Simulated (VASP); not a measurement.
# Na2NbO4 (Fd-3m) in VASP: single point with r2SCAN

Aim: the single point of Na2NbO4 with r2SCAN.

All numbers are computed with VASP 6.6.1; they aren't measurements. Logs are shortened: lines on timing, memory, paths and dates and some standing lists are left out, and cuts for length are marked.

## 1. The cell of the first run

Symmetry: Fd-3m, No. 227, cubic system. The conventional cell has a = 9.170 Å, b = 9.170 Å, c = 9.170 Å, α = 90.00°, β = 90.00°, γ = 90.00°. Within 2.5 Å of O (site symmetry 3m) lie 1 Nb at 1.85 Å and 3 Na at 2.37 Å. Nb (site symmetry -43m) has 4 O at 1.85 Å within 2.5 Å. Within 3.1 Å of Na (site symmetry -3m) lie 6 O at 2.37 Å.

## 2. Single point, r2SCAN

File POSCAR:

```
Na2NbO4
1.0
    0.0000000000      4.5849290000      4.5849290000
    4.5849290000      0.0000000000      4.5849290000
    4.5849290000      4.5849290000      0.0000000000
O Nb Na
8 2 4
Direct
    0.2584863270      0.2584863270      0.2584863270
    0.2754589809      0.7415136730      0.7415136730
    0.2584863270      0.2584863270      0.7245410191
    0.7415136730      0.2754589809      0.7415136730
    0.7245410191      0.2584863270      0.2584863270
    0.7415136730      0.7415136730      0.7415136730
    0.2584863270      0.7245410191      0.2584863270
    0.7415136730      0.7415136730      0.2754589809
    0.3750000000      0.3750000000      0.3750000000
    0.6250000000      0.6250000000      0.6250000000
    0.0000000000      0.0000000000      0.0000000000
    0.5000000000      0.0000000000      0.0000000000
    0.0000000000      0.0000000000      0.5000000000
    0.0000000000      0.5000000000      0.0000000000
```

File INCAR.step1:

```
SYSTEM = Na2NbO4
ALGO = Normal ; EDIFF = 1E-4
ENCUT = 520 ; GGA = PE
ISMEAR = 1 ; LASPH = .TRUE.
LCHARG = .FALSE. ; LREAL = .FALSE.
LWAVE = .TRUE. ; NBANDS = 64
NELM = 100 ; PREC = Accurate
SIGMA = 0.0192
```

File INCAR.step2:

```
SYSTEM = Na2NbO4
ALGO = Normal ; EDIFF = 1E-7
ENCUT = 520 ; ISIF = 2
ISMEAR = 1 ; ISTART = 1
LASPH = .TRUE. ; LCHARG = .FALSE.
LMIXTAU = .TRUE. ; LREAL = .FALSE.
LWAVE = .FALSE. ; METAGGA = R2SCAN
NBANDS = 64 ; NELM = 100
PREC = Accurate ; SIGMA = 0.0192
```

File KPOINTS:

```
k-points
0
G
  5 5 5
  0 0 0
```

Potentials or basis: VASP PAW PBE potentials, release 64 (O, Nb_sv, Na_pv).

The run is started by

```sh
$ cat potpaw_PBE.64/O/POTCAR potpaw_PBE.64/Nb_sv/POTCAR potpaw_PBE.64/Na_pv/POTCAR > POTCAR
$ cp INCAR.step1 INCAR
$ mpirun -np 1 vasp_std > vasp.out
$ cp INCAR.step2 INCAR
$ mpirun -np 1 vasp_std > vasp.out
```

OUTCAR:

```text
SYSTEM = Na2NbO4
   EDIFF = 1E-7
   ENCUT = 520
   ISIF = 2
   ISMEAR = 1
   ISTART = 1
   LASPH = .TRUE.
   LREAL = .FALSE.
   METAGGA = R2SCAN
   NELM = 100
   PREC = Accurate

 ion  position               nearest neighbor table
   1  0.258  0.258  0.258-   9 1.85  12 2.37  13 2.37  14 2.37
   2  0.275  0.742  0.742-  10 1.85  13 2.37  14 2.37  11 2.37
   3  0.258  0.258  0.725-   9 1.85  12 2.37  14 2.37  11 2.37
   4  0.742  0.275  0.742-  10 1.85  12 2.37  13 2.37  11 2.37
   5  0.725  0.258  0.258-   9 1.85  13 2.37  14 2.37  11 2.37
   6  0.742  0.742  0.742-  10 1.85  12 2.37  13 2.37  14 2.37
   7  0.258  0.725  0.258-   9 1.85  12 2.37  13 2.37  11 2.37
   8  0.742  0.742  0.275-  10 1.85  12 2.37  14 2.37  11 2.37
   9  0.375  0.375  0.375-   1 1.85   3 1.85   5 1.85   7 1.85
  10  0.625  0.625  0.625-   6 1.85   4 1.85   2 1.85   8 1.85
  11  0.000  0.000  0.000-   3 2.37   8 2.37   4 2.37   5 2.37   7 2.37   2 2.37
  12  0.500  0.000  0.000-   3 2.37   4 2.37   7 2.37   8 2.37   1 2.37   6 2.37
  13  0.000  0.000  0.500-   2 2.37   4 2.37   5 2.37   7 2.37   6 2.37   1 2.37
  14  0.000  0.500  0.000-   2 2.37   3 2.37   5 2.37   8 2.37   6 2.37   1 2.37

  LATTYP: Found a face centered cubic cell.
 ALAT       =     9.1698580000

  Lattice vectors:

 A1 = (   0.0000000000,   4.5849290000,   4.5849290000)
 A2 = (   4.5849290000,   0.0000000000,   4.5849290000)
 A3 = (   4.5849290000,   4.5849290000,   0.0000000000)

Analysis of symmetry for initial positions (statically):
=====================================================================
 Subroutine PRICEL returns:
 Original cell was already a primitive cell.

 Routine SETGRP: Setting up the symmetry group for a
 face centered cubic supercell.

 Subroutine GETGRP returns: Found 48 space group operations
 (whereof 12 operations were pure point group operations)
 out of a pool of 48 trial point group operations.

The static configuration has the point symmetry D_3d.
 The point group associated with its full space group is O_h .

Analysis of symmetry for dynamics (positions and initial velocities):
=====================================================================
 Subroutine PRICEL returns:
 Original cell was already a primitive cell.

 Routine SETGRP: Setting up the symmetry group for a
 face centered cubic supercell.

 Subroutine GETGRP returns: Found 48 space group operations
 (whereof 12 operations were pure point group operations)
 out of a pool of 48 trial point group operations.

The dynamic configuration has the point symmetry D_3d.
 The point group associated with its full space group is O_h .

 Subroutine INISYM returns: Found 48 space group operations
 (whereof 12 operations are pure point group operations),
 and found     1 'primitive' translations

----------------------------------------------------------------------------------------

                                     Primitive cell

  volume of cell :     192.7648

  direct lattice vectors                    reciprocal lattice vectors
     0.000000000  4.584929000  4.584929000    -0.109052943  0.109052943  0.109052943
     4.584929000  0.000000000  4.584929000     0.109052943 -0.109052943  0.109052943
     4.584929000  4.584929000  0.000000000     0.109052943  0.109052943 -0.109052943

  length of vectors
     6.484068774  6.484068774  6.484068774     0.188885238  0.188885238  0.188885238

  position of ions in fractional coordinates (direct lattice)
     0.258486327  0.258486327  0.258486327
     0.275458981  0.741513673  0.741513673
     0.258486327  0.258486327  0.724541019
     0.741513673  0.275458981  0.741513673
     0.724541019  0.258486327  0.258486327
     0.741513673  0.741513673  0.741513673
     0.258486327  0.724541019  0.258486327
     0.741513673  0.741513673  0.275458981
     0.375000000  0.375000000  0.375000000
     0.625000000  0.625000000  0.625000000
     0.000000000  0.000000000  0.000000000
     0.500000000  0.000000000  0.000000000
     0.000000000  0.000000000  0.500000000
     0.000000000  0.500000000  0.000000000

  ion indices of the primitive-cell ions
   primitive index   ion index
                 1           1
                 2           2
                 3           3
                 4           4
                 5           5
                 6           6
                 7           7
                 8           8
                 9           9
                10          10
                11          11
                12          12
                13          13
                14          14

----------------------------------------------------------------------------------------

 KPOINTS: k-points

Automatic generation of k-mesh.
 Grid dimensions read from file:
 generate k-points for:    5    5    5

 Generating k-lattice:

  Cartesian coordinates                     Fractional coordinates (reciprocal lattice)
    -0.021810589  0.021810589  0.021810589     0.200000000  0.000000000  0.000000000
     0.021810589 -0.021810589  0.021810589     0.000000000  0.200000000  0.000000000
     0.021810589  0.021810589 -0.021810589     0.000000000  0.000000000  0.200000000

  Length of vectors
     0.037777048  0.037777048  0.037777048

  Shift w.r.t. Gamma in fractional coordinates (k-lattice)
     0.000000000  0.000000000  0.000000000

 Subroutine IBZKPT returns following result:
 ===========================================

 Found     10 irreducible k-points:

 Following reciprocal coordinates:
            Coordinates               Weight
  0.000000  0.000000  0.000000      1.000000
  0.200000  0.000000  0.000000      8.000000
  0.400000  0.000000  0.000000      8.000000
  0.200000  0.200000  0.000000      6.000000
  0.400000  0.200000  0.000000     24.000000
 -0.400000  0.200000  0.000000     24.000000
 -0.200000  0.200000  0.000000     12.000000
  0.400000  0.400000  0.000000      6.000000
 -0.400000  0.400000  0.000000     12.000000
 -0.400000  0.400000  0.200000     24.000000
   k-points           NKPTS =     10   k-points in BZ     NKDIM =     10   number of bands    NBANDS=     64
   number of dos      NEDOS =    301   number of ions     NIONS =     14
   total plane-waves  NPLWV = 110592
   dimension x,y,z NGX =    48 NGY =   48 NGZ =   48
   dimension x,y,z NGXF=    96 NGYF=   96 NGZF=   96
   ions per type =               8   2   4
   NGX,Y,Z   is equivalent  to a cutoff of  12.31, 12.31, 12.31 a.u.
   NGXF,Y,Z  is equivalent  to a cutoff of  24.61, 24.61, 24.61 a.u.
 SYSTEM =  Na2NbO4
   PREC   = accura    normal or accurate (medium, high low for compatibility)
   ISTART =      1    job   : 0-new  1-cont  2-samecut
   ICHARG =      0    charge: 1-file 2-atom 10-const
   ISPIN  =      1    spin polarized calculation?
   LNONCOLLINEAR =      F non collinear calculations
   LSORBIT =      F    spin-orbit coupling
   LASPH  =      T    aspherical Exc in radial PAW
   ENCUT  =  520.0 eV  38.22 Ry    6.18 a.u.  12.06 12.06 12.06*2*pi/ulx,y,z
   NELM   =    100;   NELMIN=  2; NELMDL=  0     # of ELM steps
   EDIFF  = 0.1E-06   stopping-criterion for ELM
   LREAL  =      F    real-space projection
   EDIFFG = 0.1E-05   stopping-criterion for IOM
   NSW    =      0    number of steps for IOM
   IBRION =     -1    ionic relax: 0-MD 1-quasi-New 2-CG
   NFREE  =      0    steps in history (QN), initial steepest desc. (CG)
   ISIF   =      2    stress and relaxation
   ISYM   =      2    0-nonsym 1-usesym 2-fastsym
   POTIM  = 0.5000    time-step for ionic-motion
   TEBEG  =    0.0;   TEEND  =   0.0 temperature during run
   PSTRESS=    0.0 pullay stress
   NELECT =     102.0000    total number of electrons
   NUPDOWN=      -1.0000    fix difference up-down
   EMIN   =  10.00;   EMAX   =-10.00  energy-range for DOS
   EFERMI =   0.00;   METHOD = LEGACY
   ISMEAR =     1;   SIGMA  =   0.02  broadening in eV -4-tet -1-fermi 0-gaus
   EFERMI_NEDOS =   21; number of points for ismear=-14 and -15
   IALGO  =     38    algorithm
   IMIX   =      4    mixing-type and parameters
     AMIX     =   0.40;   BMIX     =  1.00
     AMIX_MAG =   1.60;   BMIX_MAG =  1.00
  volume/ion in A,a.u.               =      13.77        92.92
  Fermi-wavevector in a.u.,A,eV,Ry     =   1.324135  2.502252 23.855552  1.753334
  Thomas-Fermi vector in A             =   2.453692
   LORBIT       =      0    0 simple, 1 ext, 2 COOP (PROOUT), +10 PAW based schemes
   METAGGA = R2SCAN    functional components
   LHFCALC =     F    Hartree Fock is set to
   AEXX    =    0.0000 exact exchange contribution
   IVDW    =     0    specifies the selected vdW correction
   LEPSILON=     F    determine dielectric tensor
   LRPA    =     F    only Hartree local field effects (RPA)
 non-spin polarized calculation
 Methfessel and Paxton  Order N= 1 SIGMA  =   0.02
  energy-cutoff  :      520.00
  volume of cell :      192.76
 maximum number of plane-waves:      5209
   NGX = 25   NGY = 25   NGZ = 25

 number of electron     101.9999978 magnetization

 Free energy of the ion-electron system (eV)
  ---------------------------------------------------
  ext. energy  EPLUGINS =         0.00000000
  ---------------------------------------------------
  free energy    TOTEN  =      -141.54987810 eV

  energy without entropy =     -141.55064108  energy(sigma->0) =     -141.55013242

 E-fermi :   0.2363     XC(G=0): -10.1534

 val. band max:        0.2193554048   @ k =  -0.2000   0.2000   0.0000
 cond. band min:       0.2404390966   @ k =  -0.4000   0.2000   0.0000
 fundamental gap:      0.0210836918
 Fermi energy:         0.2362558210

 k-point     1 :       0.0000    0.0000    0.0000
  band No.  band energies     occupation
      1     -54.7094      2.00000
      2     -54.7071      2.00000
      3     -30.3865      2.00000
      4     -30.3865      2.00000
      5     -30.3865      2.00000
      6     -30.3751      2.00000
[... 649 lines left out ...]
     62       8.4759      0.00000
     63       8.9549      0.00000
 [bands above 63 left out]

------------------------ aborting loop because EDIFF is reached ----------------------------------------

  FORCE on cell =-STRESS in cart. coord.  units (eV):
  Direction    XX          YY          ZZ          XY          YZ          ZX
  --------------------------------------------------------------------------------------
  -------------------------------------------------------------------------------------
  Total       -1.1792602     -1.1792602     -1.1792602      0.0000000      0.0000000     -0.0000000
  in kB       -9.8014966     -9.8014966     -9.8014966      0.0000000      0.0000000     -0.0000000
  external PRESSURE =      -9.8014966 kB  Pullay stress =       0.0000000 kB

 VOLUME and BASIS-vectors are now :
 -----------------------------------------------------------------------------
  energy-cutoff  :      520.00
  volume of cell :      192.76
      direct lattice vectors                 reciprocal lattice vectors
     0.000000000  4.584929000  4.584929000    -0.109052943  0.109052943  0.109052943
     4.584929000  0.000000000  4.584929000     0.109052943 -0.109052943  0.109052943
     4.584929000  4.584929000  0.000000000     0.109052943  0.109052943 -0.109052943

 POSITION                                       TOTAL-FORCE (eV/Angst)
 -----------------------------------------------------------------------------------
      2.37028      2.37028      2.37028        -0.045298     -0.045298     -0.045298
      6.79958      4.66275      4.66275         0.045298     -0.045298     -0.045298
      4.50711      4.50711      2.37028         0.045298      0.045298     -0.045298
      4.66275      6.79958      4.66275        -0.045298      0.045298     -0.045298
      2.37028      4.50711      4.50711        -0.045298      0.045298      0.045298
      6.79958      6.79958      6.79958         0.045298      0.045298      0.045298
      4.50711      2.37028      4.50711         0.045298     -0.045298      0.045298
      4.66275      4.66275      6.79958        -0.045298     -0.045298      0.045298
      3.43870      3.43870      3.43870         0.000000      0.000000     -0.000000
      5.73116      5.73116      5.73116         0.000000      0.000000     -0.000000
      0.00000      0.00000      0.00000         0.000000      0.000000     -0.000000
      0.00000      2.29246      2.29246         0.000000      0.000000     -0.000000
      2.29246      2.29246      0.00000         0.000000      0.000000     -0.000000
      2.29246      0.00000      2.29246         0.000000      0.000000     -0.000000
 -----------------------------------------------------------------------------------
    total drift:                                0.000000      0.000000      0.000000

  FREE ENERGIE OF THE ION-ELECTRON SYSTEM (eV)
  ---------------------------------------------------
  free  energy   TOTEN  =      -141.5498780991 eV

  energy  without entropy=     -141.5506410767  energy(sigma->0) =     -141.55013242
```

Wall time 15 min (1 thread of Intel Xeon 8259CL, shared host); peak memory 0.42 GiB.

Results:

- Free energy: -141.5499 eV
- Pressure: -1.0 GPa
- Largest force: 0.078 eV/Å
- Band gap on the k mesh: zero (bands 51 and 52 overlap by 0.12 eV)

Forces on the atoms (eV/Å):
```
O   -0.045 -0.045 -0.045
O    0.045 -0.045 -0.045
O    0.045  0.045 -0.045
O   -0.045  0.045 -0.045
O   -0.045  0.045  0.045
O    0.045  0.045  0.045
O    0.045 -0.045  0.045
O   -0.045 -0.045  0.045
Nb   0.000  0.000  0.000
Nb   0.000  0.000  0.000
Na   0.000  0.000  0.000
Na   0.000  0.000  0.000
Na   0.000  0.000  0.000
Na   0.000  0.000  0.000
```

Caveat: the PAW data sets were made with another functional, which shifts forces and pressure a little.
